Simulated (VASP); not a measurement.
Ge, 1 atom in the cell. The structure is cubic, space group Im-3m (No. 229). The conventional cell has a = 3.320 Å, b = 3.320 Å, c = 3.320 Å, α = 90.00°, β = 90.00°, γ = 90.00°. Ge (site symmetry m-3m) has 14 Ge at 2.88 to 3.32 Å within 3.8 Å. 

```yaml
Program: VASP 6.6.1
Task: single point
Functional: PBEsol
Potentials_or_basis: VASP PAW PBE potentials, release 64 (Ge_d)
Cutoff: 520 eV
k_mesh: 6 × 6 × 6
Occupations: gaussian, width 0.1 eV
Spin: no spin polarisation
Dipole_correction: no
Further_INCAR_settings: ALGO = Normal; EDIFF = 1e-06; NBANDS = 13
```

Potentials or basis: VASP PAW PBE potentials, release 64 (Ge_d).

The run is started by

```sh
$ cat potpaw_PBE.64/Ge_d/POTCAR > POTCAR
$ mpirun -np 1 vasp_std > vasp.out
```

Hardware: 1 thread of Intel(R) Xeon(R) 6975P-C (Granite Rapids) (shared host).

Question: Estimate the wall time of this run.

Answer: Run time: 2.6 s on 1 thread of Intel(R) Xeon(R) 6975P-C (Granite Rapids), on a shared host, peak memory 0.13 GiB. Counts: scf iterations 10, k points 16.
